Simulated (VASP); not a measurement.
# Cr (P6_3/mmc) in VASP: further runs

The runs below take Cr through single point, with RPBE.

Program: VASP 6.6.1. These are calculated values, not measurements. Logs are shortened: lines on timing, memory, paths and dates and some standing lists are left out, and cuts for length are marked.

## Step 1: The cell of the first run

The structure is hexagonal, space group P6_3/mmc (No. 194). Conventional cell: a = 2.585 Å, b = 2.585 Å, c = 9.084 Å, α = 90.00°, β = 90.00°, γ = 120.00°. Cr (site symmetry -3m) has 12 Cr at 2.59 to 2.72 Å within 3.4 Å. Within 3.4 Å of Cr (site symmetry -6m2) lie 12 Cr at 2.59 to 2.72 Å.

This isn't the form of Cr at room conditions, which is bcc.

## Step 2: Single point, RPBE (13.14 Å³/atom)

File INCAR:

```
SYSTEM = Cr
ALGO     = Normal         ! electronic algorithm
EDIFF    = 1E-7           ! SCF threshold, eV
ENCUT    = 520            ! plane-wave cutoff, eV
GGA      = RP             ! functional
ISIF     = 2              ! what is computed and relaxed
ISMEAR   = -1             ! smearing method
LASPH    = .True.         ! aspherical terms in the spheres
LCHARG   = .False.        ! write CHGCAR
LREAL    = .False.        ! projectors in reciprocal space
LWAVE    = .False.        ! write WAVECAR
NBANDS   = 32             ! bands
NELM     = 60             ! most SCF steps
PREC     = Accurate       ! precision mode
SIGMA    = 0.1            ! smearing width, eV
```

File KPOINTS:

```
k-points
0
Gamma
  19 19 5
  0 0 0
```

File POSCAR:

```
Cr
1.0
    2.5850124480      0.0000000000      0.0000000000
   -1.2925062240      2.2386864490      0.0000000000
    0.0000000000      0.0000000000      9.0842839165
Cr
4
Direct
    1.0000000000      1.0000000000      1.0000000000
    0.0000000000      0.0000000000      0.5000000000
    0.3333333333      0.6666666667      0.2500000000
    0.6666666667      0.3333333333      0.7500000000
```

Potentials or basis: VASP PAW PBE potentials, release 64 (Cr_pv).

On the command line:

```bash
$ cat potpaw_PBE.64/Cr_pv/POTCAR > POTCAR
$ mpirun -np 1 vasp_std > vasp.out
```

OUTCAR:

```text
SYSTEM = Cr
   EDIFF = 1E-7
   ENCUT = 520
   GGA = RP
   ISIF = 2
   ISMEAR = -1
   LASPH = .True.
   LREAL = .False.
   NELM = 60
   PREC = Accurate

 ion  position               nearest neighbor table
   1  0.000  0.000  0.000-   3 2.72   4 2.72   3 2.72   4 2.72   4 2.72   3 2.72
   2  0.000  0.000  0.500-   3 2.72   4 2.72   3 2.72   4 2.72   4 2.72   3 2.72
   3  0.333  0.667  0.250-   1 2.72   2 2.72   1 2.72   2 2.72   1 2.72   2 2.72
   4  0.667  0.333  0.750-   1 2.72   2 2.72   1 2.72   2 2.72   1 2.72   2 2.72

  LATTYP: Found a hexagonal cell.
 ALAT       =     2.5850124480
 C/A-ratio  =     3.5142128323

  Lattice vectors:

 A1 = (   2.5850124480,   0.0000000000,   0.0000000000)
 A2 = (  -1.2925062240,   2.2386864490,   0.0000000000)
 A3 = (   0.0000000000,   0.0000000000,   9.0842839165)

Analysis of symmetry for initial positions (statically):
=====================================================================
 Subroutine PRICEL returns:
 Original cell was already a primitive cell.

 Routine SETGRP: Setting up the symmetry group for a
 hexagonal supercell.

 Subroutine GETGRP returns: Found 24 space group operations
 (whereof 12 operations were pure point group operations)
 out of a pool of 24 trial point group operations.

The static configuration has the point symmetry D_3d.
 The point group associated with its full space group is D_6h.

Analysis of symmetry for dynamics (positions and initial velocities):
=====================================================================
 Subroutine PRICEL returns:
 Original cell was already a primitive cell.

 Routine SETGRP: Setting up the symmetry group for a
 hexagonal supercell.

 Subroutine GETGRP returns: Found 24 space group operations
 (whereof 12 operations were pure point group operations)
 out of a pool of 24 trial point group operations.

The dynamic configuration has the point symmetry D_3d.
 The point group associated with its full space group is D_6h.

 Subroutine INISYM returns: Found 24 space group operations
 (whereof 12 operations are pure point group operations),
 and found     1 'primitive' translations

----------------------------------------------------------------------------------------

                                     Primitive cell

  volume of cell :      52.5710

  direct lattice vectors                    reciprocal lattice vectors
     2.585012448  0.000000000  0.000000000     0.386845333  0.223345257  0.000000000
    -1.292506224  2.238686449  0.000000000     0.000000000  0.446690514  0.000000000
     0.000000000  0.000000000  9.084283917     0.000000000  0.000000000  0.110080223

  length of vectors
     2.585012448  2.585012448  9.084283917     0.446690514  0.446690514  0.110080223

  position of ions in fractional coordinates (direct lattice)
     0.000000000  0.000000000  0.000000000
     0.000000000  0.000000000  0.500000000
     0.333333333  0.666666667  0.250000000
     0.666666667  0.333333333  0.750000000

  ion indices of the primitive-cell ions
   primitive index   ion index
                 1           1
                 2           2
                 3           3
                 4           4

----------------------------------------------------------------------------------------

 KPOINTS: k-points

Automatic generation of k-mesh.
 Grid dimensions read from file:
 generate k-points for:   19   19    5

 Generating k-lattice:

  Cartesian coordinates                     Fractional coordinates (reciprocal lattice)
     0.020360281  0.011755014  0.000000000     0.052631579  0.000000000  0.000000000
     0.000000000  0.023510027  0.000000000     0.000000000  0.052631579  0.000000000
     0.000000000  0.000000000  0.022016045     0.000000000  0.000000000  0.200000000

  Length of vectors
     0.023510027  0.023510027  0.022016045

  Shift w.r.t. Gamma in fractional coordinates (k-lattice)
     0.000000000  0.000000000  0.000000000

 Subroutine IBZKPT returns following result:
 ===========================================

 Found    120 irreducible k-points:

 Following reciprocal coordinates:
            Coordinates               Weight
  0.000000  0.000000  0.000000      1.000000
  0.052632 -0.000000  0.000000      6.000000
  0.105263 -0.000000  0.000000      6.000000
  0.157895  0.000000  0.000000      6.000000
  0.210526 -0.000000  0.000000      6.000000
  0.263158 -0.000000  0.000000      6.000000
[... 16 lines left out ...]
  0.263158  0.105263  0.000000     12.000000
  0.315789  0.105263  0.000000     12.000000
 [... further k-points ...]
   k-points           NKPTS =    120   k-points in BZ     NKDIM =    120   number of bands    NBANDS=     32
   number of dos      NEDOS =    301   number of ions     NIONS =      4
   total plane-waves  NPLWV =  28000
   dimension x,y,z NGX =    20 NGY =   20 NGZ =   70
   dimension x,y,z NGXF=    40 NGYF=   40 NGZF=  140
   ions per type =               4
   NGX,Y,Z   is equivalent  to a cutoff of  12.86, 12.86, 12.81 a.u.
   NGXF,Y,Z  is equivalent  to a cutoff of  25.72, 25.72, 25.62 a.u.
 SYSTEM =  Cr
   PREC   = accura    normal or accurate (medium, high low for compatibility)
   ISTART =      0    job   : 0-new  1-cont  2-samecut
   ICHARG =      2    charge: 1-file 2-atom 10-const
   ISPIN  =      1    spin polarized calculation?
   LNONCOLLINEAR =      F non collinear calculations
   LSORBIT =      F    spin-orbit coupling
   LASPH  =      T    aspherical Exc in radial PAW
   ENCUT  =  520.0 eV  38.22 Ry    6.18 a.u.   4.81  4.81 16.89*2*pi/ulx,y,z
   NELM   =     60;   NELMIN=  2; NELMDL= -5     # of ELM steps
   EDIFF  = 0.1E-06   stopping-criterion for ELM
   LREAL  =      F    real-space projection
   EDIFFG = 0.1E-05   stopping-criterion for IOM
   NSW    =      0    number of steps for IOM
   IBRION =     -1    ionic relax: 0-MD 1-quasi-New 2-CG
   NFREE  =      0    steps in history (QN), initial steepest desc. (CG)
   ISIF   =      2    stress and relaxation
   ISYM   =      2    0-nonsym 1-usesym 2-fastsym
   POTIM  = 0.5000    time-step for ionic-motion
   TEBEG  =    0.0;   TEEND  =   0.0 temperature during run
   PSTRESS=    0.0 pullay stress
   NELECT =      48.0000    total number of electrons
   NUPDOWN=      -1.0000    fix difference up-down
   EMIN   =  10.00;   EMAX   =-10.00  energy-range for DOS
   EFERMI =   0.00;   METHOD = LEGACY
   ISMEAR =    -1;   SIGMA  =   0.10  broadening in eV -4-tet -1-fermi 0-gaus
   EFERMI_NEDOS =   21; number of points for ismear=-14 and -15
   IALGO  =     38    algorithm
   IMIX   =      4    mixing-type and parameters
     AMIX     =   0.40;   BMIX     =  1.00
     AMIX_MAG =   1.60;   BMIX_MAG =  1.00
  volume/ion in A,a.u.               =      13.14        88.69
  Fermi-wavevector in a.u.,A,eV,Ry     =   1.588204  3.001271 34.319240  2.522393
  Thomas-Fermi vector in A             =   2.687244
   LORBIT       =      0    0 simple, 1 ext, 2 COOP (PROOUT), +10 PAW based schemes
   GGA     = RP    functional components
   LHFCALC =     F    Hartree Fock is set to
   AEXX    =    0.0000 exact exchange contribution
   IVDW    =     0    specifies the selected vdW correction
   LEPSILON=     F    determine dielectric tensor
   LRPA    =     F    only Hartree local field effects (RPA)
 non-spin polarized calculation
  energy-cutoff  :      520.00
  volume of cell :       52.57
 maximum number of plane-waves:      1438
 NGX is ok and might be reduce to    20
   NGX =  9   NGY =  9   NGZ = 33

 number of electron      47.9999998 magnetization

 Free energy of the ion-electron system (eV)
  ---------------------------------------------------
  ext. energy  EPLUGINS =         0.00000000
  ---------------------------------------------------
  free energy    TOTEN  =       -34.32410493 eV

  energy without entropy =      -34.08200056  energy(sigma->0) =      -34.20305275

 E-fermi :   9.2048     XC(G=0): -12.8042

 val. band max:        9.1997908423   @ k =   0.0526  -0.0000   0.0000
 cond. band min:       9.2110717238   @ k =   0.3684  -0.0000   0.2000
 fundamental gap:      0.0112808814
 Fermi energy:         9.2047563027

 k-point     1 :       0.0000    0.0000    0.0000
  band No.  band energies     occupation
      1     -34.0573      2.00000
      2     -33.8169      2.00000
      3     -33.8085      2.00000
      4     -33.5616      2.00000
      5     -33.4627      2.00000
      6     -33.4627      2.00000
[... 24 lines left out ...]
     31      10.5755      0.00000
     32      10.5755      0.00000

 k-point     2 :       0.0526   -0.0000    0.0000
  band No.  band energies     occupation
      1     -34.0519      2.00000
      2     -33.8158      2.00000
      3     -33.8075      2.00000
      4     -33.5624      2.00000
      5     -33.4784      2.00000
      6     -33.4671      2.00000
[... 24 lines left out ...]
     31      10.5834      0.00000
     32      10.6181      0.00000

 k-point     3 :       0.1053   -0.0000    0.0000
  band No.  band energies     occupation
      1     -34.0362      2.00000
      2     -33.8133      2.00000
      3     -33.8054      2.00000
      4     -33.5650      2.00000
      5     -33.5235      2.00000
      6     -33.4991      2.00000
[... 24 lines left out ...]
     31      10.5903      0.00000
     32      10.7303      0.00000

 k-point     4 :       0.1579    0.0000    0.0000
  band No.  band energies     occupation
      1     -34.0114      2.00000
      2     -33.8122      2.00000
      3     -33.8056      2.00000
      4     -33.5920      2.00000
      5     -33.5712      2.00000
      6     -33.5633      2.00000
[... 654 lines left out ...]
     31      10.6535      0.00000
     32      10.9953      0.00000

 k-point    23 :       0.2632    0.1053    0.0000
  band No.  band energies     occupation
      1     -33.9180      2.00000
      2     -33.9178      2.00000
      3     -33.8753      2.00000
      4     -33.8483      2.00000
      5     -33.8318      2.00000
      6     -33.6869      2.00000
[... 24 lines left out ...]
     31      11.0567      0.00000
     32      11.1852      0.00000

 k-point    24 :       0.3158    0.1053    0.0000
  band No.  band energies     occupation
      1     -33.9777      2.00000
      2     -33.9637      2.00000
      3     -33.9155      2.00000
      4     -33.8955      2.00000
      5     -33.8418      2.00000
      6     -33.6983      2.00000
[... 24 lines left out ...]
     31      11.3162      0.00000
     32      11.3426      0.00000

 [... further k-points ...]

------------------------ aborting loop because EDIFF is reached ----------------------------------------

  FORCE on cell =-STRESS in cart. coord.  units (eV):
  Direction    XX          YY          ZZ          XY          YZ          ZX
  --------------------------------------------------------------------------------------
  -------------------------------------------------------------------------------------
  Total       -4.9736438     -4.9736438     -4.5298994      0.0000000      0.0000000      0.0000000
  in kB     -151.5788660   -151.5788660   -138.0551251      0.0000000      0.0000000      0.0000000
  external PRESSURE =    -147.0709524 kB  Pullay stress =       0.0000000 kB

 VOLUME and BASIS-vectors are now :
 -----------------------------------------------------------------------------
  energy-cutoff  :      520.00
  volume of cell :       52.57
      direct lattice vectors                 reciprocal lattice vectors
     2.585012448  0.000000000  0.000000000     0.386845333  0.223345257  0.000000000
    -1.292506224  2.238686449  0.000000000     0.000000000  0.446690514  0.000000000
     0.000000000  0.000000000  9.084283917     0.000000000  0.000000000  0.110080223

 POSITION                                       TOTAL-FORCE (eV/Angst)
 -----------------------------------------------------------------------------------
      0.00000      0.00000      0.00000        -0.000000      0.000000     -0.000000
      0.00000      0.00000      4.54214         0.000000      0.000000     -0.000000
     -0.00000      1.49246      2.27107         0.000000     -0.000000     -0.000000
      1.29251      0.74623      6.81321        -0.000000     -0.000000      0.000000
 -----------------------------------------------------------------------------------
    total drift:                                0.000000     -0.000000      0.000000

  FREE ENERGIE OF THE ION-ELECTRON SYSTEM (eV)
  ---------------------------------------------------
  free  energy   TOTEN  =       -34.3241049341 eV

  energy  without entropy=      -34.0820005585  energy(sigma->0) =      -34.20305275
```

Wall time 1.8 min (1 thread of Intel Xeon 6975P-C (Granite Rapids), shared host); peak memory 0.26 GiB.

What came out:

```yaml
Free_energy: -34.3241 eV
Pressure: -14.7 GPa
Band_gap_on_the_k_mesh: zero (bands 24 and 25 overlap by 1.12 eV)
```

Levels at points of the mesh, in eV from the Fermi level:
```csv
k point,band 22,band 23,band 24,band 25,band 26,band 27
"(0.00, 0.00, 0.00)",-0.30,-0.30,-0.17,-0.15,-0.15,-0.06
```

Caveat: the cell stands under tension; the PAW data sets were made with another functional, which shifts forces and pressure a little; the run has no spin polarisation, though such a crystal can be magnetic. Spin polarisation is off, so any magnetic state and its effect on volume and gap are missing.

## Step 3: Single point, RPBE (13.63 Å³/atom)

This run uses another cell than the first one, of 13.63 Å³/atom.

File INCAR:

```
SYSTEM = Cr
  PREC = Accurate
  ENCUT = 520
  EDIFF = 1E-6
  ISMEAR = -1
  SIGMA = 0.1
  LREAL = .FALSE.
  LASPH = .TRUE.
  NELM = 100
  ALGO = Normal
  ISIF = 2
  LWAVE = .FALSE.
  LCHARG = .FALSE.
  GGA = RP
  NBANDS = 32
```

File KPOINTS:

```
regular mesh
0
G
  19 19 5
  0 0 0
```

File POSCAR:

```
Cr
1.0
    2.6165400972      0.0000000000      0.0000000000
   -1.3082700486      2.2659901942      0.0000000000
    0.0000000000      0.0000000000      9.1950787861
Cr
4
Direct
    1.0000000000      1.0000000000      1.0000000000
    0.0000000000      0.0000000000      0.5000000000
    0.3333333333      0.6666666667      0.2500000000
    0.6666666667      0.3333333333      0.7500000000
```

Potentials or basis: VASP PAW PBE potentials, release 64 (Cr_pv).

On the command line:

```bash
$ cat potpaw_PBE.64/Cr_pv/POTCAR > POTCAR
$ mpirun -np 1 vasp_std > vasp.out
```

OUTCAR:

```text
SYSTEM = Cr
   PREC = Accurate
   ENCUT = 520
   EDIFF = 1E-6
   ISMEAR = -1
   LREAL = .FALSE.
   LASPH = .TRUE.
   NELM = 100
   ISIF = 2
   GGA = RP

 ion  position               nearest neighbor table
   1  0.000  0.000  0.000-   3 2.75   4 2.75   4 2.75   3 2.75   4 2.75   3 2.75
   2  0.000  0.000  0.500-   3 2.75   4 2.75   4 2.75   3 2.75   4 2.75   3 2.75
   3  0.333  0.667  0.250-   1 2.75   2 2.75   1 2.75   2 2.75   1 2.75   2 2.75
   4  0.667  0.333  0.750-   1 2.75   2 2.75   1 2.75   2 2.75   1 2.75   2 2.75

  LATTYP: Found a hexagonal cell.
 ALAT       =     2.6165400972
 C/A-ratio  =     3.5142128324

  Lattice vectors:

 A1 = (   2.6165400972,   0.0000000000,   0.0000000000)
 A2 = (  -1.3082700486,   2.2659901942,   0.0000000000)
 A3 = (   0.0000000000,   0.0000000000,   9.1950787861)

Analysis of symmetry for initial positions (statically):
=====================================================================
 Subroutine PRICEL returns:
 Original cell was already a primitive cell.

 Routine SETGRP: Setting up the symmetry group for a
 hexagonal supercell.

 Subroutine GETGRP returns: Found 24 space group operations
 (whereof 12 operations were pure point group operations)
[... 171 lines left out ...]

 val. band max:        8.7574524587   @ k =   0.0526   0.0526   0.4000
 cond. band min:       8.7681607715   @ k =   0.2632   0.2105   0.4000
 fundamental gap:      0.0107083128
 Fermi energy:         8.7585202204

 k-point     1 :       0.0000    0.0000    0.0000
  band No.  band energies     occupation
      1     -34.4891      2.00000
      2     -34.2773      2.00000
      3     -34.2692      2.00000
      4     -34.0521      2.00000
      5     -33.9554      2.00000
      6     -33.9554      2.00000
[... 829 lines left out ...]
     31      10.7623      0.00000
     32      10.7886      0.00000

 [... further k-points ...]

------------------------ aborting loop because EDIFF is reached ----------------------------------------

  FORCE on cell =-STRESS in cart. coord.  units (eV):
  Direction    XX          YY          ZZ          XY          YZ          ZX
  --------------------------------------------------------------------------------------
  -------------------------------------------------------------------------------------
  Total       -6.9541234     -6.9541234     -6.3433861      0.0000000      0.0000000      0.0000000
  in kB     -204.3676253   -204.3676253   -186.4192904      0.0000000      0.0000000      0.0000000
  external PRESSURE =    -198.3848470 kB  Pullay stress =       0.0000000 kB

 VOLUME and BASIS-vectors are now :
 -----------------------------------------------------------------------------
  energy-cutoff  :      520.00
  volume of cell :       54.52
      direct lattice vectors                 reciprocal lattice vectors
     2.616540097  0.000000000  0.000000000     0.382184092  0.220654088  0.000000000
    -1.308270049  2.265990194  0.000000000     0.000000000  0.441308176  0.000000000
     0.000000000  0.000000000  9.195078786     0.000000000  0.000000000  0.108753826

 POSITION                                       TOTAL-FORCE (eV/Angst)
 -----------------------------------------------------------------------------------
      0.00000      0.00000      0.00000        -0.000000      0.000000      0.000000
      0.00000      0.00000      4.59754        -0.000000      0.000000      0.000000
     -0.00000      1.51066      2.29877        -0.000000     -0.000000     -0.000000
      1.30827      0.75533      6.89631         0.000000      0.000000      0.000000
 -----------------------------------------------------------------------------------
    total drift:                                0.000000     -0.000000      0.000000

  FREE ENERGIE OF THE ION-ELECTRON SYSTEM (eV)
  ---------------------------------------------------
  free  energy   TOTEN  =       -34.1136143402 eV

  energy  without entropy=      -33.8604585294  energy(sigma->0) =      -33.98703643
```

OSZICAR:

```text
N       E                     dE             d eps       ncg     rms          rms(c)
DAV:   1     0.593574627252E+03    0.59357E+03   -0.27030E+04  7728   0.182E+03
DAV:   2    -0.972802507608E+01   -0.60330E+03   -0.58456E+03  7776   0.552E+02
DAV:   3    -0.401108597477E+02   -0.30383E+02   -0.28423E+02  9960   0.137E+02
DAV:   4    -0.408610317377E+02   -0.75017E+00   -0.73139E+00  9048   0.209E+01
DAV:   5    -0.408845626884E+02   -0.23531E-01   -0.23512E-01 10160   0.344E+00    0.216E+01
DAV:   6    -0.342859368237E+02    0.65986E+01   -0.52348E+01  8424   0.573E+01    0.436E+00
DAV:   7    -0.343821430561E+02   -0.96206E-01   -0.22985E+00 10192   0.152E+01    0.659E+00
DAV:   8    -0.341442549069E+02    0.23789E+00   -0.97593E-01 10440   0.862E+00    0.224E+00
DAV:   9    -0.341148708292E+02    0.29384E-01   -0.68865E-02 10464   0.247E+00    0.497E-01
DAV:  10    -0.341136213548E+02    0.12495E-02   -0.12929E-02 10720   0.856E-01    0.177E-01
DAV:  11    -0.341136637254E+02   -0.42371E-04   -0.15137E-03  9960   0.335E-01    0.679E-02
DAV:  12    -0.341136266515E+02    0.37074E-04   -0.42360E-04 10216   0.177E-01    0.241E-02
DAV:  13    -0.341136138169E+02    0.12835E-04   -0.37601E-05 10408   0.419E-02    0.470E-03
DAV:  14    -0.341136143402E+02   -0.52330E-06   -0.12976E-06  5440   0.730E-03
   1 F= -.34113614E+02 E0= -.33987036E+02  d E =-.253156E+00
```

It took 87 s on 1 thread of Intel Xeon 6975P-C (Granite Rapids), shared host; peak memory 0.27 GiB.

What came out:

```yaml
Free_energy: -34.1136 eV
Pressure: -19.8 GPa
Band_gap_on_the_k_mesh: zero (bands 24 and 25 overlap by 1.06 eV)
```

Stress tensor (GPa, compression positive):
```
-20.44   0.00   0.00
  0.00 -20.44   0.00
  0.00   0.00 -18.64
```

Caveat: the cell stands under tension; the PAW data sets were made with another functional, which shifts forces and pressure a little; the run has no spin polarisation, though such a crystal can be magnetic. Spin polarisation is off, so any magnetic state and its effect on volume and gap are missing.
